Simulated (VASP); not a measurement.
A run of VASP 6.6.1 is set up as follows.

The input INCAR:

```
PREC = Accurate
ENCUT = 520
EDIFF = 1E-6
ISMEAR = -1
SIGMA = 0.05
LREAL = F
LASPH = T
NELM = 150
ALGO = Normal
ISIF = 2
LWAVE = F
LCHARG = F
ISPIN = 2
MAGMOM = 1
LORBIT = 11
LMAXMIX = 6
GGA = RP
NBANDS = 16
```

File KPOINTS:

```
regular mesh
0
Gamma
  15 15 15
```

The input POSCAR:

```
Ce
1.0
    0.0000000000      2.4996344999      2.4996344999
    2.4996344999      0.0000000000      2.4996344999
    2.4996344999      2.4996344999      0.0000000000
Ce
1
Direct
    0.0000000000      0.0000000000      0.0000000000
```

Potentials or basis: VASP PAW PBE potentials, release 64 (Ce).

Run with:

```console
$ cat potpaw_PBE.64/Ce/POTCAR > POTCAR
$ mpirun -np 1 vasp_std > vasp.out
```

Estimate the band gap on the k mesh.

zero (filled and empty bands overlap).

Predict the pressure.

-3.2 GPa.

Estimate the net moment.

0.01 μB per cell.

Caveat: the magnetic or orbital state may not be the lowest; the cell stands under tension; the moments typed at the start vanished in this run; the PAW data sets were made with another functional, which shifts forces and pressure a little; spin-orbit coupling is left out, which moves the levels of the heavy elements; semilocal functionals describe open f shells poorly, which spoils levels, moments and volumes. The state reached can hang on the start; a lower one may exist.
